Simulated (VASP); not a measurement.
A run of VASP 6.6.1 is set up as follows.

INCAR

```
SYSTEM = AlSe4
PREC = Accurate ; ENCUT = 520
EDIFF = 1E-6 ; ISMEAR = 0
SIGMA = 0.1 ; LREAL = .FALSE.
LASPH = .TRUE. ; NELM = 80
ALGO = Normal ; ISIF = 2
LWAVE = .FALSE. ; LCHARG = .FALSE.
GGA = PE ; NBANDS = 22
```

KPOINTS

```
Automatic mesh
0
G
  4 4 4
  0 0 0
```

POSCAR

```
AlSe4
1.0
   -2.8017158336      2.8017158336      3.8629754658
    2.8017158336     -2.8017158336      3.8629754658
    2.8017158336      2.8017158336     -3.8629754658
Al Se
1 4
Direct
    0.0000000000      0.0000000000      0.0000000000
    0.4999598406      0.5000401594      0.5000000000
    1.0000401594     -0.0000401594      0.5000000000
   -0.0000401594      0.4999598406     -0.0000803187
    0.5000401594      1.0000401594      1.0000803187
```

Potentials or basis: VASP PAW PBE potentials, release 64 (Al, Se).

Run with:

```sh
$ cat potpaw_PBE.64/Al/POTCAR potpaw_PBE.64/Se/POTCAR > POTCAR
$ mpirun -np 1 vasp_std > vasp.out
```

What does it give for the pressure?

0.1 GPa.

Caveat: the k points lie up to 0.40 Å⁻¹ apart.
